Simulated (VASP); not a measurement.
Here is a VASP 6.6.1 calculation.

The input INCAR:

```
SYSTEM = Be
PREC     = Accurate       ! precision mode
ENCUT    = 520            ! plane-wave cutoff, eV
EDIFF    = 1E-7           ! SCF threshold, eV
ISMEAR   = 1              ! smearing method
SIGMA    = 0.1            ! smearing width, eV
LREAL    = .FALSE.        ! projectors in reciprocal space
LASPH    = .TRUE.         ! aspherical terms in the spheres
NELM     = 100            ! most SCF steps
ALGO     = Normal         ! electronic algorithm
ISIF     = 2              ! what is computed and relaxed
LWAVE    = .FALSE.        ! write WAVECAR
LCHARG   = .FALSE.        ! write CHGCAR
GGA      = PE             ! functional
NBANDS   = 9              ! bands
```

File KPOINTS:

```
Automatic mesh
0
G
  8 8 8
  0 0 0
```

File POSCAR:

```
Be
1.0
    0.0000000000      2.2269843570      2.2269843570
    2.2269843570      0.0000000000      2.2269843570
    2.2269843570      2.2269843570      0.0000000000
Be
2
Direct
    0.0000000000      0.0000000000      0.0000000000
    0.2500000000      0.2500000000      0.2500000000
```

Potentials or basis: VASP PAW PBE potentials, release 64 (Be).

Run with:

```console
$ cat potpaw_PBE.64/Be/POTCAR > POTCAR
$ mpirun -np 1 vasp_std > vasp.out
```

Problem. Estimate the pressure.

Solution. 20.1 GPa.

Problem. Predict the band gap on the k mesh.

Solution. Zero (band 2 reaches 9.28 eV, above the bottom of band 3 at 1.43 eV).
